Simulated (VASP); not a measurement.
# TiGe4Mo (F222) in VASP: single point with PBE

Aim: the single point of TiGe4Mo with PBE.

Program: VASP 6.6.1. These are calculated values, not measurements. Logs are shortened: lines on timing, memory, paths and dates and some standing lists are left out, and cuts for length are marked.

## 1. The cell of the first run

It takes space group F222 (No. 22, orthorhombic). The conventional cell has a = 4.948 Å, b = 8.700 Å, c = 8.811 Å, α = 90.00°, β = 90.00°, γ = 90.00°. Within 3.5 Å of Ti (site symmetry 222) lie 10 Ge at 2.63 to 2.97 Å and 4 Mo at 3.33 Å. Ge (site symmetry 2) has 9 Ge at 2.61 to 3.36 Å and 2 Ti at 2.63 Å and 3 Mo at 2.86 to 2.92 Å within 3.4 Å. Ge (site symmetry 2) has 9 Ge at 2.61 to 3.36 Å and 2 Mo at 2.65 Å and 3 Ti at 2.83 to 2.97 Å within 3.4 Å. Within 3.4 Å of Ge (site symmetry 2) lie 9 Ge at 2.61 to 3.36 Å and 2 Mo at 2.65 Å and 3 Ti at 2.83 to 2.97 Å. Ge (site symmetry 2) has 9 Ge at 2.61 to 3.36 Å and 2 Ti at 2.63 Å and 3 Mo at 2.86 to 2.92 Å within 3.4 Å. Within 3.5 Å of Mo (site symmetry 222) lie 10 Ge at 2.65 to 2.92 Å and 4 Ti at 3.33 Å.

## 2. Single point, PBE

Input file INCAR:

```
PREC     = Accurate       # precision mode
ENCUT    = 520            # plane-wave cutoff, eV
EDIFF    = 1E-7           # SCF threshold, eV
ISMEAR   = 0              # smearing method
SIGMA    = 0.2            # smearing width, eV
LREAL    = F              # projectors in reciprocal space
LASPH    = T              # aspherical terms in the spheres
NELM     = 60             # most SCF steps
ALGO     = Normal         # electronic algorithm
ISIF     = 2              # what is computed and relaxed
LWAVE    = F              # write WAVECAR
LCHARG   = F              # write CHGCAR
GGA      = PE             # functional
NBANDS   = 94             # bands
```

Input file KPOINTS:

```
regular mesh
0
Gamma
  4 4 4
```

Input file POSCAR:

```
TiGe4Mo
1.0
    2.4740952000     -4.3502483000      0.0000000000
    2.4740952000      0.0000000000      4.4054453000
   -4.9481904000     -4.3502483000      4.4054453000
Ti Ge Mo
2 8 2
Direct
    0.2500000000      0.2500000000      0.7500000000
    0.7500000000      0.7500000000      0.2500000000
    0.8712295000      0.5429235000      0.9570765000
    0.3712295000      0.0429235000      0.4570765000
    0.7614790000      0.0795070000      0.9204930000
    0.2614790000      0.5795070000      0.4204930000
    0.7385210000      0.4204930000      0.5795070000
    0.2385210000      0.9204930000      0.0795070000
    0.3787705000      0.7070765000      0.7929235000
    0.8787705000      0.2070765000      0.2929235000
    0.8750000000      0.8750000000      0.6250000000
    0.3750000000      0.3750000000      0.1250000000
```

Potentials or basis: VASP PAW PBE potentials, release 64 (Ti_sv, Ge_d, Mo_sv).

The run is started by

```sh
$ cat potpaw_PBE.64/Ti_sv/POTCAR potpaw_PBE.64/Ge_d/POTCAR potpaw_PBE.64/Mo_sv/POTCAR > POTCAR
$ mpirun -np 1 vasp_std > vasp.out
```

OUTCAR:

```text
PREC = Accurate
   ENCUT = 520
   EDIFF = 1E-7
   ISMEAR = 0
   LREAL = F
   LASPH = T
   NELM = 60
   ISIF = 2
   GGA = PE

 ion  position               nearest neighbor table
   1  0.250  0.250  0.750-   3 2.63   9 2.63   9 2.63   4 2.63   7 2.83   8 2.83   5 2.83   6 2.83

   2  0.750  0.750  0.250-   4 2.63  10 2.63  10 2.63   3 2.63   7 2.83   8 2.83   5 2.83   6 2.83

   3  0.871  0.543  0.957-   5 2.61   5 2.61   1 2.63   2 2.63   9 2.86  12 2.86  11 2.86   9 2.89
                            10 2.89  12 2.92
   4  0.371  0.043  0.457-   6 2.61   6 2.61   2 2.63   1 2.63  10 2.86  11 2.86  12 2.86   9 2.89
                            10 2.89  11 2.92
   5  0.761  0.080  0.920-   3 2.61   3 2.61  12 2.65  11 2.65   8 2.77   2 2.83   1 2.83
   6  0.261  0.580  0.420-   4 2.61   4 2.61  12 2.65  11 2.65   7 2.77   2 2.83   1 2.83
   7  0.739  0.420  0.580-   9 2.61  10 2.61  11 2.65  11 2.65   6 2.77   2 2.83   1 2.83
   8  0.239  0.920  0.080-   9 2.61  10 2.61  12 2.65  12 2.65   5 2.77   2 2.83   1 2.83
   9  0.379  0.707  0.793-   7 2.61   8 2.61   1 2.63   1 2.63   3 2.86  11 2.86  12 2.86   4 2.89
                             3 2.89  11 2.92
  10  0.879  0.207  0.293-   7 2.61   8 2.61   2 2.63   2 2.63   4 2.86  12 2.86  11 2.86   3 2.89
                             4 2.89  12 2.92
  11  0.875  0.875  0.625-   7 2.65   5 2.65   6 2.65   7 2.65   4 2.86   9 2.86   3 2.86  10 2.86
                             9 2.92   4 2.92
  12  0.375  0.375  0.125-   8 2.65   5 2.65   6 2.65   8 2.65   3 2.86  10 2.86   9 2.86   4 2.86
                            10 2.92   3 2.92

  LATTYP: Found a triclinic cell.
 ALAT       =     6.1913333429
 B/A-ratio  =     0.8083200111
 C/A-ratio  =     1.3895546665
 COS(alpha) =     0.0130348218
 COS(beta)  =     0.3552908971
 COS(gamma) =     0.6107681577

  Lattice vectors:

 A1 = (   0.0000000000,  -4.3502483000,  -4.4054453000)
 A2 = (   2.4740952000,  -4.3502483000,   0.0000000000)
 A3 = (  -7.4222856000,  -4.3502483000,   0.0000000000)

Analysis of symmetry for initial positions (statically):
=====================================================================
 Subroutine PRICEL returns following result:

  LATTYP: Found a face centered orthorhombic cell.
 ALAT       =     4.9481904000
 B/A-ratio  =     1.7583188796
 C/A-ratio  =     1.7806288537

  Lattice vectors:

 A1 = (   0.0000000000,  -4.3502483000,   4.4054453000)
[... 149 lines left out ...]
   NSW    =      0    number of steps for IOM
   IBRION =     -1    ionic relax: 0-MD 1-quasi-New 2-CG
   NFREE  =      0    steps in history (QN), initial steepest desc. (CG)
   ISIF   =      2    stress and relaxation
   ISYM   =      2    0-nonsym 1-usesym 2-fastsym
   POTIM  = 0.5000    time-step for ionic-motion
   TEBEG  =    0.0;   TEEND  =   0.0 temperature during run
   PSTRESS=    0.0 pullay stress
   NELECT =     164.0000    total number of electrons
   NUPDOWN=      -1.0000    fix difference up-down
   EMIN   =  10.00;   EMAX   =-10.00  energy-range for DOS
   EFERMI =   0.00;   METHOD = LEGACY
   ISMEAR =     0;   SIGMA  =   0.20  broadening in eV -4-tet -1-fermi 0-gaus
   EFERMI_NEDOS =   21; number of points for ismear=-14 and -15
   IALGO  =     38    algorithm
   IMIX   =      4    mixing-type and parameters
     AMIX     =   0.40;   BMIX     =  1.00
     AMIX_MAG =   1.60;   BMIX_MAG =  1.00
  volume/ion in A,a.u.               =      15.81       106.66
  Fermi-wavevector in a.u.,A,eV,Ry     =   1.559658  2.947326 33.096619  2.432533
  Thomas-Fermi vector in A             =   2.662984
   LORBIT       =      0    0 simple, 1 ext, 2 COOP (PROOUT), +10 PAW based schemes
   GGA     = PE    functional components
   LHFCALC =     F    Hartree Fock is set to
   AEXX    =    0.0000 exact exchange contribution
   IVDW    =     0    specifies the selected vdW correction
   LEPSILON=     F    determine dielectric tensor
   LRPA    =     F    only Hartree local field effects (RPA)
 non-spin polarized calculation
 Gauss-broadening in eV      SIGMA  =   0.20
  energy-cutoff  :      520.00
  volume of cell :      189.66
 maximum number of plane-waves:      5131
 NGX is ok and might be reduce to    40
   NGX = 19   NGY = 19   NGZ = 29

 number of electron     163.9999968 magnetization

 Free energy of the ion-electron system (eV)
  ---------------------------------------------------
  ext. energy  EPLUGINS =         0.00000000
  ---------------------------------------------------
  free energy    TOTEN  =       -76.55415096 eV

  energy without entropy =      -76.42505707  energy(sigma->0) =      -76.48960401

 E-fermi :   9.5484     XC(G=0): -12.3472

 val. band max:        9.5441096428   @ k =   0.5000   0.5000   0.5000
 cond. band min:       9.5606105688   @ k =   0.2500   0.2500   0.2500
 fundamental gap:      0.0165009260
 Fermi energy:         9.5484271948

 k-point     1 :       0.0000    0.0000    0.0000
  band No.  band energies     occupation
      1     -51.4793      2.00000
      2     -51.4791      2.00000
      3     -47.4448      2.00000
      4     -47.4446      2.00000
      5     -25.6640      2.00000
      6     -25.6615      2.00000
[... 2317 lines left out ...]
     93      11.9312      0.00000
     94      11.9809      0.00000

 [... further k-points ...]
[... 5 lines left out ...]
  --------------------------------------------------------------------------------------
  -------------------------------------------------------------------------------------
  Total        0.0821458      0.0750462      0.5741249     -0.1670487      0.0012834     -0.1962882
  in kB        0.6939298      0.6339561      4.8499442     -1.4111511      0.0108420     -1.6581524
  external PRESSURE =       2.0592767 kB  Pullay stress =       0.0000000 kB

 VOLUME and BASIS-vectors are now :
 -----------------------------------------------------------------------------
  energy-cutoff  :      520.00
  volume of cell :      189.66
      direct lattice vectors                 reciprocal lattice vectors
     2.474095200 -4.350248300  0.000000000     0.101047041 -0.172403952 -0.056747952
     2.474095200  0.000000000  4.405445300     0.101047041  0.057467984  0.170243857
    -4.948190400 -4.350248300  4.405445300    -0.101047041 -0.057467984  0.056747952

 POSITION                                       TOTAL-FORCE (eV/Angst)
 -----------------------------------------------------------------------------------
     -2.47410     -4.35025      4.40545         0.008343      0.002980      0.010863
      2.47410     -4.35025      4.40545         0.008343      0.002980      0.010863
     -1.23705     -7.95359      6.60817        -0.003198     -0.003304     -0.000512
     -1.23705     -3.60334      2.20272        -0.003198     -0.003304     -0.000512
     -2.47410     -7.31700      4.40545        -0.009355      0.013869      0.000586
      0.00000     -2.96675      4.40545        -0.009355      0.013869      0.000586
      0.00000     -5.73375      4.40545         0.005607     -0.021918      0.022138
      2.47410     -1.38350      4.40545         0.005607     -0.021918      0.022138
     -1.23705     -5.09716      6.60817         0.006366      0.004153     -0.020583
      1.23705     -5.09716      2.20272         0.006366      0.004153     -0.020583
      1.23705     -6.52537      6.60817        -0.007762      0.004220     -0.012492
      1.23705     -2.17512      2.20272        -0.007762      0.004220     -0.012492
 -----------------------------------------------------------------------------------
    total drift:                                0.000241      0.000021      0.000021

  FREE ENERGIE OF THE ION-ELECTRON SYSTEM (eV)
  ---------------------------------------------------
  free  energy   TOTEN  =       -76.5541509576 eV

  energy  without entropy=      -76.4250570709  energy(sigma->0) =      -76.48960401
```

stdout:

```text
POSCAR found type information on POSCAR TiGeMo
 POSCAR found :  3 types and      12 ions
 scaLAPACK will be used
 LDA part: xc-table for (Slater+PW92), standard interpolation
 POSCAR, INCAR and KPOINTS ok, starting setup
 FFT: planning ... GRIDC
 FFT: planning ... GRID_SOFT
 FFT: planning ... GRID
 WAVECAR not read
 entering main loop
```

Wall time 18 min (1 thread of Intel Xeon Platinum 8259CL at 2.50GHz (Skylake/Cascade Lake), shared host); peak memory 0.62 GiB.

What came out:

```yaml
Free_energy: -76.5542 eV
Pressure: 0.2 GPa
Largest_force: 0.032 eV/Å
Band_gap_on_the_k_mesh: zero (band 82 reaches 9.80 eV, above the bottom of band 83 at 9.40 eV)
```

Forces on the atoms (eV/Å):
```
Ti   0.008  0.003  0.011
Ti   0.008  0.003  0.011
Ge  -0.003 -0.003 -0.001
Ge  -0.003 -0.003 -0.001
Ge  -0.009  0.014  0.001
Ge  -0.009  0.014  0.001
Ge   0.006 -0.022  0.022
Ge   0.006 -0.022  0.022
Ge   0.006  0.004 -0.021
Ge   0.006  0.004 -0.021
Mo  -0.008  0.004 -0.012
Mo  -0.008  0.004 -0.012
```

Levels at points of the mesh, in eV from the Fermi level:
```csv
k point,band 78,band 79,band 80,band 81,band 82,band 83,band 84,band 85,band 86,band 87
"(0.00, 0.00, 0.00)",-1.88,-1.64,-0.89,-0.63,0.02,0.42,0.82,0.83,1.27,1.54
"(0.50, 0.00, 0.00)",-2.07,-1.67,-1.67,-0.38,-0.38,0.59,0.59,1.51,1.51,1.59
"(0.00, 0.50, 0.00)",-1.71,-1.58,-1.58,-0.31,-0.31,0.19,0.19,0.62,0.62,1.37
"(0.50, 0.50, 0.00)",-1.06,-0.89,-0.63,-0.29,-0.07,0.02,0.42,0.82,1.20,1.27
"(0.00, 0.00, 0.50)",-1.93,-1.77,-1.77,-1.22,-1.22,0.39,0.39,1.48,1.48,1.56
"(0.50, 0.00, 0.50)",-1.72,-0.89,-0.63,-0.08,0.02,0.42,0.54,0.82,1.27,1.54
"(0.00, 0.50, 0.50)",-1.43,-0.89,-0.63,-0.18,0.02,0.05,0.42,0.82,1.27,1.54
"(0.50, 0.50, 0.50)",-1.09,-0.59,-0.59,-0.17,-0.17,0.00,0.00,0.80,0.80,1.35
```
